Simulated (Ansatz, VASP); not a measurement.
## One calculation of Rh, two programs

Contents of INCAR:

```
SYSTEM = Rh
PREC     = Accurate       ! precision mode
ENCUT    = 520            ! plane-wave cutoff, eV
EDIFF    = 1E-6           ! SCF threshold, eV
ISMEAR   = 0              ! smearing method
SIGMA    = 0.15           ! smearing width, eV
LREAL    = .False.        ! projectors in reciprocal space
LASPH    = .True.         ! aspherical terms in the spheres
NELM     = 60             ! most SCF steps
ALGO     = Fast           ! electronic algorithm
ISIF     = 2              ! what is computed and relaxed
LWAVE    = .False.        ! write WAVECAR
LCHARG   = .True.         ! write CHGCAR
GGA      = PS             ! functional
LELF     = .True.         ! ELF
LVHAR    = .True.       
NBANDS   = 14             ! bands
```

Contents of KPOINTS:

```
regular mesh
0
Gamma
  22 22 22
  0 0 0
```

The input POSCAR:

```
Rh
1.0
    0.0000000000      1.8540112500      1.8064725000
    1.8540112500      0.0000000000      1.8064725000
    1.8540112500      1.8540112500      0.0000000000
Rh
1
Direct
    0.0000000000      0.0000000000      0.0000000000
```

Input for Ansatz:

```yaml
crystal:
  lattice:
    - [0.0, 1.85401125, 1.8064725]
    - [1.85401125, 0.0, 1.8064725]
    - [1.85401125, 1.85401125, 0.0]
  atoms:
    - { symbol: Rh, position: [0.0, 0.0, 0.0] }
basis:
  ecutwfc: 420
kpoints:
  mp_grid: { grid: [22, 22, 22] }
hamiltonian:
  xc: pbesol
scf:
  occupations: { method: gaussian, width: 0.15 }
output:
  forces: true
  stress: true
  eigenvalues: true
```

Change from the starting cell: strain -0.025 along x and y, -0.050 along z, atoms carried along.

Alike in both runs: task single point; functional PBEsol; k mesh 22 × 22 × 22; occupations gaussian, width 0.15 eV; no spin polarisation.

|  | VASP | Ansatz |
| --- | --- | --- |
| version | VASP 6.6.1 | Ansatz 0.2.0 |
| potentials or method | VASP PAW PBE potentials, release 64 (Rh_pv), cutoff 520 eV | scalar-relativistic, plane waves, PAW |
| valence electrons in the cell | 15 | 17 |

```tsv
	VASP	Ansatz	Ansatz less VASP
gap on the k mesh at the Fermi level (eV)	none	none	-
pressure (GPa)	30.7	30.8	+0.13
traceless stress, the component that is largest in VASP (GPa)	5.54	5.55	+0.005
```

VASP's potentials were made for PBE, not for PBEsol. A gap of «none» marks a metal or a gap that the smearing closes. Both programs put the cell under a high pressure, so it lies far from rest at this level. VASP's potentials hold 15 valence electrons a cell and Ansatz's 17, so a difference there can come from the potentials and not from the codes.
